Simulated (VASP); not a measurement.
A run of VASP 6.6.1:

File INCAR:

```
PREC     = Accurate       # precision mode
ENCUT    = 520            # plane-wave cutoff, eV
EDIFF    = 1E-8           # SCF threshold, eV
ISMEAR   = -1             # smearing method
SIGMA    = 0.01           # smearing width, eV
LREAL    = False          # projectors in reciprocal space
LASPH    = True           # aspherical terms in the spheres
NELM     = 120            # most SCF steps
ALGO     = Normal         # electronic algorithm
ISIF     = 2              # what is computed and relaxed
LWAVE    = False          # write WAVECAR
LCHARG   = False          # write CHGCAR
GGA      = PS             # functional
LEFG     = True         
NBANDS   = 14             # bands
GGA_COMPAT= False
```

File KPOINTS:

```
regular mesh
0
Gamma
  10 10 10
```

File POSCAR:

```
HfN
1.0
    0.0000000000      2.2590000000      2.2364100000
    2.2590000000      0.0000000000      2.2364100000
    2.2590000000      2.2590000000      0.0000000000
Hf N
1 1
Direct
    0.0000000000      0.0000000000      0.0000000000
    0.5000000000      0.5000000000      0.5000000000
```

Potentials or basis: VASP PAW PBE potentials, release 64 (Hf_pv, N).

The run is started by

```bash
$ cat potpaw_PBE.64/Hf_pv/POTCAR potpaw_PBE.64/N/POTCAR > POTCAR
$ mpirun -np 1 vasp_std > vasp.out
```

Hardware: 1 thread of AMD EPYC 9R45 96-Core Processor (Zen 5), with other jobs on the host.

Q: Estimate the wall time of this run.

A: Run time: 18 s on 1 thread of AMD EPYC 9R45 96-Core Processor (Zen 5) (shared host), peak memory 0.13 GiB. Counts: scf iterations 15, k points 102.
